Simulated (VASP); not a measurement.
**CuI: single point with BLYP**

Crystal: CuI.

```
Cu I
1.0
     5.26391    0.00000    0.00000
     0.03123    5.26381    0.00000
     0.00000    0.00000    4.30700
Cu I
2 2
Cartesian
  2.2312 3.0507 3.2302
  3.0639 2.2131 1.0767
  4.0606 1.2105 3.2302
  1.2345 4.0534 1.0767
```

| Item | Value |
| --- | --- |
| Program | VASP 6.6.1 |
| Task | single point |
| Functional | BLYP |
| Potentials or basis | VASP PAW PBE potentials, release 64 (Cu, I) |
| Cutoff | 520 eV |
| k mesh | 4 × 4 × 4 |
| Occupations | methfessel-paxton, width 0.01 eV |
| Spin | no spin polarisation |

* Pressure: 4.4 GPa
* Largest force: 0.545 eV/Å
* Band gap on the k mesh: 1.08 eV, direct

Forces in eV/Å, atoms in the order of the input:
```
Cu  -0.138  0.138  0.000
Cu   0.138 -0.138  0.000
I    0.384 -0.387  0.000
I   -0.384  0.387  0.000
```

Stress tensor (GPa, compression positive):
```
 3.80 -1.39  0.00
-1.39  3.82  0.00
 0.00  0.00  5.44
```

Levels at points of the mesh, in eV from the valence-band top:
| k point | band 14 | band 15 | band 16 | band 17 | band 18 | band 19 | band 20 | band 21 | band 22 | band 23 |
| --- | --- | --- | --- | --- | --- | --- | --- | --- | --- | --- |
| (0.00, 0.00, 0.00) | -1.86 | -1.85 | -1.52 | -0.91 | 0.00 | 1.08 | 1.87 | 2.48 | 4.76 | 5.18 |
| (0.50, 0.00, 0.00) | -1.93 | -1.84 | -1.40 | -1.36 | -0.39 | 2.75 | 2.91 | 3.60 | 4.18 | 5.60 |
| (0.50, 0.50, 0.00) | -2.00 | -1.83 | -1.06 | -0.75 | -0.20 | 1.68 | 2.78 | 4.39 | 5.03 | 5.32 |
| (0.00, 0.00, 0.50) | -1.99 | -1.85 | -1.85 | -1.60 | -1.60 | 3.68 | 3.68 | 3.91 | 3.91 | 6.13 |
| (0.50, 0.00, 0.50) | -2.02 | -1.86 | -1.86 | -1.38 | -1.38 | 2.26 | 2.26 | 3.56 | 3.56 | 7.58 |
| (0.50, 0.50, 0.50) | -2.07 | -1.83 | -1.83 | -1.65 | -1.65 | 3.99 | 3.99 | 4.65 | 4.65 | 6.74 |

Run time: 2.3 min on 1 thread of AMD EPYC 7571, on a shared host, peak memory 0.21 GiB.

Caveat: the PAW data sets were made with another functional, which shifts forces and pressure a little; spin-orbit coupling is left out, which moves the levels of the heavy elements. Expect the measured gap to be larger: semilocal functionals such as BLYP lack the derivative discontinuity.
